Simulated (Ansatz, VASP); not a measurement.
# Na in VASP and in Ansatz

The input INCAR:

```
ALGO = Normal
EDIFF = 1E-7
ENCUT = 520
GGA = PE
ISIF = 2
ISMEAR = -1
LASPH = T
LCHARG = T
LELF = T
LREAL = F
LVHAR = T
LWAVE = F
NBANDS = 10
NELM = 100
PREC = Accurate
SIGMA = 0.05
```

KPOINTS

```
k-points
0
Gamma
  13 13 13
```

Contents of POSCAR:

```
Na
1.0
   -1.8454047138      1.8454047138      1.8454047138
    1.8454047138     -1.8454047138      1.8454047138
    1.8454047138      1.8454047138     -1.8454047138
Na
1
Direct
    0.0000000000      0.0000000000      0.0000000000
```

Input for Ansatz:

```yaml
crystal:
  lattice:
    - [-1.8454047138, 1.8454047138, 1.8454047138]
    - [1.8454047138, -1.8454047138, 1.8454047138]
    - [1.8454047138, 1.8454047138, -1.8454047138]
  atoms:
    - { symbol: Na, position: [0.0, 0.0, 0.0] }
kpoints:
  mp_grid: { grid: [13, 13, 13] }
  band_path:
    path:
      - [0.0, 0.0, 0.0]
      - [0.5, -0.5, 0.5]
      - [0.0, 0.0, 0.5]
      - [0.0, 0.0, 0.0]
      - [0.25, 0.25, 0.25]
      - [0.5, -0.5, 0.5]
      - [0.25, 0.25, 0.25]
      - [0.0, 0.0, 0.5]
    npoints: 8
scf:
  occupations: { method: fermi_dirac, width: 0.05 }
hamiltonian:
  xc: pbe
  pseudopotentials: { kind: paw }
output:
  forces: true
  stress: true
  eigenvalues: true
  populations: true
  dos: { projected: true, de: 0.2, e_range: [-14, 8] }
```

Change from the starting cell: volume scaled by 0.68, PAW files.

Alike in both runs: task single point; functional PBE; k mesh 13 × 13 × 13; occupations fermi-dirac, width 0.05 eV; no spin polarisation.

```csv
,VASP,Ansatz
version,VASP 6.6.1,Ansatz 0.2.0
potentials or method,"VASP PAW PBE potentials, release 64 (Na_pv)","PAW with Ansatz's default frozen-core files, scalar-relativistic"
plane-wave cutoff (eV),520,420
valence electrons in the cell,7,9
```

```tsv
	VASP	Ansatz	Ansatz less VASP
pressure (GPa)	6.1	6.1	-0.02
```

VASP's potentials hold 7 valence electrons a cell and Ansatz's 9, so a difference there can come from the potentials and not from the codes.
